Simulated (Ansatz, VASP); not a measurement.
## SiO2 in VASP and in Ansatz

```
CELL_PARAMETERS angstrom
4.99600 0.00000 0.00000
0.00000 4.99600 0.00000
0.00000 0.00000 7.01600
ATOMIC_POSITIONS crystal
Si 0.30198 0.30198 0.00000
Si 0.19802 0.80198 0.25000
Si 0.69802 0.69802 0.50000
Si 0.80198 0.19802 0.75000
O 0.23803 0.11003 0.18152
O 0.38997 0.73803 0.43152
O 0.76197 0.88997 0.68152
O 0.61003 0.26197 0.93152
O 0.73803 0.38997 0.56848
O 0.88997 0.76197 0.31848
O 0.26197 0.61003 0.06848
O 0.11003 0.23803 0.81848
```

Alike in both runs: functional PBE; k mesh 4 × 4 × 3; occupations fermi-dirac, width 0.02 eV; no spin polarisation.

Ansatz relaxed the structure, and its values are those at the end. VASP's run is a single point on that final structure, the one shown.

```csv
,VASP,Ansatz
version,VASP 6.6.1,Ansatz 0.2.0
potentials or method,"VASP PAW PBE potentials, release 64 (Si, O)","plane-wave PAW, scalar-relativistic"
plane-wave cutoff (eV),520,420
valence electrons in the cell,64,64
```

|  | VASP | Ansatz | Ansatz less VASP |
| --- | --- | --- | --- |
| gap on the k mesh at the Fermi level (eV) | 5.60 | 5.59 | 0.000 |
| pressure (GPa) | 0.9 | 0.8 | -0.11 |
| rms of the force components (eV/Å) | 0.010 | 0.013 | +0.0023 |

Ansatz's warnings: stress scf threshold loose.
